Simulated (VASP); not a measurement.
# Ge (Fd-3m) in VASP: notebook

Ge is run at these levels: PBEsol; tasks: single point, relaxation of cell and atoms.

All numbers are computed with VASP 6.6.1; they aren't measurements. Logs are shortened: lines on timing, memory, paths and dates and some standing lists are left out, and cuts for length are marked.

## (1) The cell of the first run

Symmetry: Fd-3m, No. 227, cubic system. The conventional cell has a = 5.274 Å, b = 5.274 Å, c = 5.274 Å, α = 90.00°, β = 90.00°, γ = 90.00°. Ge (site symmetry -43m) has 4 Ge at 2.28 Å within 3.0 Å.

## (2) Single point, PBEsol

Contents of INCAR:

```
SYSTEM = Ge
PREC     = Accurate       ! precision mode
ENCUT    = 520            ! plane-wave cutoff, eV
EDIFF    = 1E-6           ! SCF threshold, eV
ISMEAR   = 0              ! smearing method
SIGMA    = 0.1            ! smearing width, eV
LREAL    = .FALSE.        ! projectors in reciprocal space
LASPH    = .TRUE.         ! aspherical terms in the spheres
NELM     = 100            ! most SCF steps
ALGO     = Normal         ! electronic algorithm
ISIF     = 2              ! what is computed and relaxed
LWAVE    = .FALSE.        ! write WAVECAR
LCHARG   = .TRUE.         ! write CHGCAR
GGA      = PS             ! functional
LELF     = .TRUE.         ! ELF
LVHAR    = .TRUE.       
NBANDS   = 21             ! bands
```

Contents of KPOINTS:

```
regular mesh
0
G
  14 14 14
  0 0 0
```

Contents of POSCAR:

```
Ge
1.0
    0.0000000000      2.6368133471      2.6368133471
    2.6368133471      0.0000000000      2.6368133471
    2.6368133471      2.6368133471      0.0000000000
Ge
2
Direct
    0.5000000000      0.5000000000      0.5000000000
    0.7500000000      0.7500000000      0.7500000000
```

Potentials or basis: VASP PAW PBE potentials, release 64 (Ge_d).

Run with:

```
cat potpaw_PBE.64/Ge_d/POTCAR > POTCAR
mpirun -np 1 vasp_std > vasp.out
```

OUTCAR:

```text
SYSTEM = Ge
   PREC = Accurate
   ENCUT = 520
   EDIFF = 1E-6
   ISMEAR = 0
   LREAL = .FALSE.
   LASPH = .TRUE.
   NELM = 100
   ISIF = 2
   GGA = PS

 ion  position               nearest neighbor table
   1  0.500  0.500  0.500-   2 2.28   2 2.28   2 2.28   2 2.28
   2  0.750  0.750  0.750-   1 2.28   1 2.28   1 2.28   1 2.28

  LATTYP: Found a face centered cubic cell.
 ALAT       =     5.2736266942

  Lattice vectors:

 A1 = (   0.0000000000,   2.6368133471,   2.6368133471)
 A2 = (   2.6368133471,   0.0000000000,   2.6368133471)
 A3 = (   2.6368133471,   2.6368133471,   0.0000000000)

Analysis of symmetry for initial positions (statically):
=====================================================================
 Subroutine PRICEL returns:
 Original cell was already a primitive cell.

 Routine SETGRP: Setting up the symmetry group for a
 face centered cubic supercell.

 Subroutine GETGRP returns: Found 48 space group operations
 (whereof 24 operations were pure point group operations)
 out of a pool of 48 trial point group operations.

The static configuration has the point symmetry T_d .
 The point group associated with its full space group is O_h .

Analysis of symmetry for dynamics (positions and initial velocities):
=====================================================================
 Subroutine PRICEL returns:
 Original cell was already a primitive cell.

 Routine SETGRP: Setting up the symmetry group for a
 face centered cubic supercell.

 Subroutine GETGRP returns: Found 48 space group operations
 (whereof 24 operations were pure point group operations)
 out of a pool of 48 trial point group operations.

The dynamic configuration has the point symmetry T_d .
 The point group associated with its full space group is O_h .

 Subroutine INISYM returns: Found 48 space group operations
 (whereof 24 operations are pure point group operations),
 and found     1 'primitive' translations

----------------------------------------------------------------------------------------

                                     Primitive cell

  volume of cell :      36.6664

  direct lattice vectors                    reciprocal lattice vectors
     0.000000000  2.636813347  2.636813347    -0.189622827  0.189622827  0.189622827
     2.636813347  0.000000000  2.636813347     0.189622827 -0.189622827  0.189622827
     2.636813347  2.636813347  0.000000000     0.189622827  0.189622827 -0.189622827

  length of vectors
     3.729017197  3.729017197  3.729017197     0.328436370  0.328436370  0.328436370

  position of ions in fractional coordinates (direct lattice)
     0.500000000  0.500000000  0.500000000
     0.750000000  0.750000000  0.750000000

  ion indices of the primitive-cell ions
   primitive index   ion index
                 1           1
                 2           2

----------------------------------------------------------------------------------------

 KPOINTS: regular mesh

Automatic generation of k-mesh.
 Grid dimensions read from file:
 generate k-points for:   14   14   14

 Generating k-lattice:

  Cartesian coordinates                     Fractional coordinates (reciprocal lattice)
    -0.013544488  0.013544488  0.013544488     0.071428571  0.000000000  0.000000000
     0.013544488 -0.013544488  0.013544488     0.000000000  0.071428571  0.000000000
     0.013544488  0.013544488 -0.013544488     0.000000000  0.000000000  0.071428571

  Length of vectors
     0.023459741  0.023459741  0.023459741

  Shift w.r.t. Gamma in fractional coordinates (k-lattice)
     0.000000000  0.000000000  0.000000000

 Subroutine IBZKPT returns following result:
 ===========================================

 Found    104 irreducible k-points:

 Following reciprocal coordinates:
            Coordinates               Weight
  0.000000  0.000000  0.000000      1.000000
  0.071429  0.000000  0.000000      8.000000
  0.142857  0.000000  0.000000      8.000000
  0.214286  0.000000  0.000000      8.000000
  0.285714  0.000000  0.000000      8.000000
  0.357143  0.000000  0.000000      8.000000
[... 16 lines left out ...]
  0.214286  0.142857  0.000000     24.000000
  0.285714  0.142857  0.000000     24.000000
 [... further k-points ...]
   k-points           NKPTS =    104   k-points in BZ     NKDIM =    104   number of bands    NBANDS=     21
   number of dos      NEDOS =    301   number of ions     NIONS =      2
   total plane-waves  NPLWV =  21952
   dimension x,y,z NGX =    28 NGY =   28 NGZ =   28
   dimension x,y,z NGXF=    56 NGYF=   56 NGZF=   56
   ions per type =               2
   NGX,Y,Z   is equivalent  to a cutoff of  12.48, 12.48, 12.48 a.u.
   NGXF,Y,Z  is equivalent  to a cutoff of  24.97, 24.97, 24.97 a.u.
 SYSTEM =  Ge
   PREC   = accura    normal or accurate (medium, high low for compatibility)
   ISTART =      0    job   : 0-new  1-cont  2-samecut
   ICHARG =      2    charge: 1-file 2-atom 10-const
   ISPIN  =      1    spin polarized calculation?
   LNONCOLLINEAR =      F non collinear calculations
   LSORBIT =      F    spin-orbit coupling
   LASPH  =      T    aspherical Exc in radial PAW
   ENCUT  =  520.0 eV  38.22 Ry    6.18 a.u.   6.93  6.93  6.93*2*pi/ulx,y,z
   NELM   =    100;   NELMIN=  2; NELMDL= -5     # of ELM steps
   EDIFF  = 0.1E-05   stopping-criterion for ELM
   LREAL  =      F    real-space projection
   EDIFFG = 0.1E-04   stopping-criterion for IOM
   NSW    =      0    number of steps for IOM
   IBRION =     -1    ionic relax: 0-MD 1-quasi-New 2-CG
   NFREE  =      0    steps in history (QN), initial steepest desc. (CG)
   ISIF   =      2    stress and relaxation
   ISYM   =      2    0-nonsym 1-usesym 2-fastsym
   POTIM  = 0.5000    time-step for ionic-motion
   TEBEG  =    0.0;   TEEND  =   0.0 temperature during run
   PSTRESS=    0.0 pullay stress
   NELECT =      28.0000    total number of electrons
   NUPDOWN=      -1.0000    fix difference up-down
   EMIN   =  10.00;   EMAX   =-10.00  energy-range for DOS
   EFERMI =   0.00;   METHOD = LEGACY
   ISMEAR =     0;   SIGMA  =   0.10  broadening in eV -4-tet -1-fermi 0-gaus
   EFERMI_NEDOS =   21; number of points for ismear=-14 and -15
   IALGO  =     38    algorithm
   IMIX   =      4    mixing-type and parameters
     AMIX     =   0.40;   BMIX     =  1.00
     AMIX_MAG =   1.60;   BMIX_MAG =  1.00
  volume/ion in A,a.u.               =      18.33       123.72
  Fermi-wavevector in a.u.,A,eV,Ry     =   1.496367  2.827724 30.464998  2.239114
  Thomas-Fermi vector in A             =   2.608393
   LORBIT       =      0    0 simple, 1 ext, 2 COOP (PROOUT), +10 PAW based schemes
   GGA     = PS    functional components
   LHFCALC =     F    Hartree Fock is set to
   AEXX    =    0.0000 exact exchange contribution
   IVDW    =     0    specifies the selected vdW correction
   LEPSILON=     F    determine dielectric tensor
   LRPA    =     F    only Hartree local field effects (RPA)
 non-spin polarized calculation
 Gauss-broadening in eV      SIGMA  =   0.10
  energy-cutoff  :      520.00
  volume of cell :       36.67
 maximum number of plane-waves:      1006
   NGX = 13   NGY = 13   NGZ = 13

 number of electron      28.0000025 magnetization

 Free energy of the ion-electron system (eV)
  ---------------------------------------------------
  ext. energy  EPLUGINS =         0.00000000
  ---------------------------------------------------
  free energy    TOTEN  =        -9.30419002 eV

  energy without entropy =       -9.30405053  energy(sigma->0) =       -9.30412028

 E-fermi :   7.2153     XC(G=0): -11.1714

 val. band max:        7.1711969568   @ k =   0.0000   0.0000   0.0000
 cond. band min:       7.2973706224   @ k =   0.4286   0.4286   0.0000
 fundamental gap:      0.1261736655
 Fermi energy:         7.2153248556

 k-point     1 :       0.0000    0.0000    0.0000
  band No.  band energies     occupation
      1     -18.0374      2.00000
      2     -18.0374      2.00000
      3     -18.0374      2.00000
      4     -17.9813      2.00000
      5     -17.9813      2.00000
      6     -17.6228      2.00000
[... 13 lines left out ...]
     20      17.2421      0.00000
     21      17.2421      0.00000

 k-point     2 :       0.0714    0.0000    0.0000
  band No.  band energies     occupation
      1     -18.0436      2.00000
      2     -18.0436      2.00000
      3     -18.0360      2.00000
      4     -17.9729      2.00000
      5     -17.9729      2.00000
      6     -17.6285      2.00000
[... 13 lines left out ...]
     20      16.5684      0.00000
     21      16.5684      0.00000

 k-point     3 :       0.1429    0.0000    0.0000
  band No.  band energies     occupation
      1     -18.0550      2.00000
      2     -18.0550      2.00000
      3     -18.0323      2.00000
      4     -17.9556      2.00000
      5     -17.9556      2.00000
      6     -17.6402      2.00000
[... 13 lines left out ...]
     20      15.8781      0.00000
     21      15.8781      0.00000

 k-point     4 :       0.2143    0.0000    0.0000
  band No.  band energies     occupation
      1     -18.0650      2.00000
      2     -18.0650      2.00000
      3     -18.0269      2.00000
      4     -17.9379      2.00000
      5     -17.9379      2.00000
      6     -17.6518      2.00000
[... 13 lines left out ...]
     20      15.6548      0.00000
     21      15.6548      0.00000

 k-point     5 :       0.2857    0.0000    0.0000
  band No.  band energies     occupation
      1     -18.0717      2.00000
      2     -18.0717      2.00000
      3     -18.0208      2.00000
      4     -17.9239      2.00000
      5     -17.9239      2.00000
      6     -17.6601      2.00000
[... 13 lines left out ...]
     20      16.0547      0.00000
     21      16.0547      0.00000
[... 382 lines left out ...]
     20      15.6689      0.00000
     21      16.3348      0.00000

 k-point    22 :       0.1429    0.1429    0.0000
  band No.  band energies     occupation
      1     -18.0564      2.00000
      2     -18.0487      2.00000
      3     -18.0487      2.00000
      4     -17.9603      2.00000
      5     -17.9276      2.00000
      6     -17.6909      2.00000
[... 13 lines left out ...]
     20      15.7302      0.00000
     21      17.6285      0.00000

 k-point    23 :       0.2143    0.1429    0.0000
  band No.  band energies     occupation
      1     -18.0679      2.00000
      2     -18.0557      2.00000
      3     -18.0436      2.00000
      4     -17.9467      2.00000
      5     -17.9064      2.00000
      6     -17.7139      2.00000
[... 13 lines left out ...]
     20      16.6277      0.00000
     21      17.4624      0.00000

 k-point    24 :       0.2857    0.1429    0.0000
  band No.  band energies     occupation
      1     -18.0812      2.00000
      2     -18.0636      2.00000
      3     -18.0309      2.00000
      4     -17.9305      2.00000
      5     -17.8879      2.00000
      6     -17.7308      2.00000
[... 13 lines left out ...]
     20      17.1049      0.00000
     21      17.5297      0.00000

 [... further k-points ...]

------------------------ aborting loop because EDIFF is reached ----------------------------------------

  FORCE on cell =-STRESS in cart. coord.  units (eV):
  Direction    XX          YY          ZZ          XY          YZ          ZX
  --------------------------------------------------------------------------------------
  -------------------------------------------------------------------------------------
  Total        5.7535881      5.7535881      5.7535881     -0.0000000      0.0000000     -0.0000000
  in kB      251.4092127    251.4092127    251.4092127     -0.0000000      0.0000000     -0.0000000
  external PRESSURE =     251.4092127 kB  Pullay stress =       0.0000000 kB

 VOLUME and BASIS-vectors are now :
 -----------------------------------------------------------------------------
  energy-cutoff  :      520.00
  volume of cell :       36.67
      direct lattice vectors                 reciprocal lattice vectors
     0.000000000  2.636813347  2.636813347    -0.189622827  0.189622827  0.189622827
     2.636813347  0.000000000  2.636813347     0.189622827 -0.189622827  0.189622827
     2.636813347  2.636813347  0.000000000     0.189622827  0.189622827 -0.189622827

 POSITION                                       TOTAL-FORCE (eV/Angst)
 -----------------------------------------------------------------------------------
      2.63681      2.63681      2.63681        -0.000000     -0.000000     -0.000000
      3.95522      3.95522      3.95522         0.000000      0.000000      0.000000
 -----------------------------------------------------------------------------------
    total drift:                                0.000000      0.000000      0.000000

  FREE ENERGIE OF THE ION-ELECTRON SYSTEM (eV)
  ---------------------------------------------------
  free  energy   TOTEN  =        -9.3041900208 eV

  energy  without entropy=       -9.3040505298  energy(sigma->0) =       -9.30412028
```

It took 45 s on 1 thread of Intel Xeon 6975P-C, shared host; peak memory 0.2 GiB.

What came out:

| Quantity | Value |
| --- | --- |
| Free energy | -9.3042 eV |
| Pressure | 25.1 GPa |
| Band gap on the k mesh | 0.13 eV, indirect (least direct gap 2.06 eV) |

Levels at points of the mesh, in eV from the valence-band top:
| k point | band 10 | band 11 | band 12 | band 13 | band 14 | band 15 | band 16 | band 17 | band 18 | band 19 |
| --- | --- | --- | --- | --- | --- | --- | --- | --- | --- | --- |
| (0.00, 0.00, 0.00) | -24.75 | -14.62 | 0.00 | 0.00 | 0.00 | 2.06 | 2.58 | 2.58 | 2.58 | 6.72 |
| (0.50, 0.00, 0.00) | -24.72 | -11.93 | -8.84 | -1.78 | -1.78 | 0.85 | 3.75 | 3.75 | 6.95 | 11.92 |
| (0.50, 0.50, 0.00) | -24.69 | -9.85 | -9.85 | -3.93 | -3.93 | 0.31 | 0.31 | 11.34 | 11.34 | 13.84 |

Caveat: the PAW data sets were made with another functional, which shifts forces and pressure a little. A k mesh can miss the band edges.

(Part 1 of 2 ends here.)
